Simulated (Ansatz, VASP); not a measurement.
# One calculation of MnPbO3, two programs

The input INCAR:

```
SYSTEM = MnPbO3
  PREC = Accurate
  ENCUT = 520
  EDIFF = 1E-6
  ISMEAR = -1
  SIGMA = 0.1
  LREAL = .FALSE.
  LASPH = .TRUE.
  NELM = 150
  ALGO = Normal
  ISIF = 2
  LWAVE = .FALSE.
  LCHARG = .TRUE.
  ISPIN = 2
  MAGMOM = 5.2 0 0 0 0
  LORBIT = 11
  LMAXMIX = 4
  LDAU = .TRUE.
  LDAUTYPE = 2
  LDAUL = 2 -1 -1
  LDAUU = 4.5 0 0
  LDAUJ = 0 0 0
  LDAUPRINT = 1
  GGA = CA
  LELF = .TRUE.
  LVHAR = .TRUE.
  NBANDS = 34
```

File KPOINTS:

```
Automatic mesh
0
G
  6 6 6
  0 0 0
```

POSCAR

```
MnPbO3
1.0
    3.9146330000      0.0000000000      0.0000000000
    0.0000000000      3.9146330000      0.0000000000
    0.0000000000      0.0000000000      3.9146330000
Mn Pb O
1 1 3
Direct
    0.5000000000      0.5000000000      0.5000000000
    0.0000000000      0.0000000000      0.0000000000
    0.0000000000      0.5000000000      0.5000000000
    0.5000000000      0.0000000000      0.5000000000
    0.5000000000      0.5000000000      0.0000000000
```

Input for Ansatz:

```yaml
crystal:
  lattice:
    a: 3.914633
    b: 3.914633
    c: 3.914633
    alpha: 90.0
    beta: 90.0
    gamma: 90.0
  atoms:
    - { symbol: Mn, position: [0.5, 0.5, 0.5] }
    - { symbol: Pb, position: [0.0, 0.0, 0.0] }
    - { symbol: O, position: [0.0, 0.5, 0.5] }
    - { symbol: O, position: [0.5, 0.0, 0.5] }
    - { symbol: O, position: [0.5, 0.5, 0.0] }
basis:
  ecutwfc: 450.0
kpoints:
  mp_grid:
    grid: [6, 6, 6]
hamiltonian:
  xc: lda
  hubbard:
    - { species: Mn, l: d, u_eff: 4.5 }
magnetization:
  spin_polarized: true
  per_species:
    Mn: 5.2
scf:
  occupations:
    method: fermi_dirac
    width: 0.1
output:
  eigenvalues: true
```

Alike in both runs: task single point; functional LDA; k mesh 6 × 6 × 6; occupations fermi-dirac, width 0.1 eV; collinear spin; Hubbard terms Mn d U = 4.5 eV.

|  | VASP | Ansatz |
| --- | --- | --- |
| version | VASP 6.6.1 | Ansatz 0.2.0 |
| potentials or method | VASP PAW LDA potentials, release 64 (Mn_pv, Pb_d, O), cutoff 520 eV | plane waves, PAW |
| valence electrons in the cell | 45 | 47 |

|  | VASP | Ansatz | Ansatz less VASP |
| --- | --- | --- | --- |
| gap on the k mesh at the Fermi level (eV) | none | none | - |
| net moment per atom (μB) | 0.61 | 0.61 | -0.003 |
| size of the moment on the site where the two differ most (μB) | 3.46 | 3.14 | -0.314 |

LDA's correlation is that of Perdew and Zunger in VASP and of Perdew and Wang (1992) in Ansatz. Site moments also hang on the region over which each program counts them. The programs project onto different local orbitals, so the same U acts differently, and such runs can settle in different states. A gap of «none» marks a metal or a gap that the smearing closes. VASP's potentials hold 45 valence electrons a cell and Ansatz's 47, so a difference there can come from the potentials and not from the codes. Ansatz's warnings: filled band counts differ across k points, given moment on shells.

Neither program's run includes spin-orbit coupling.
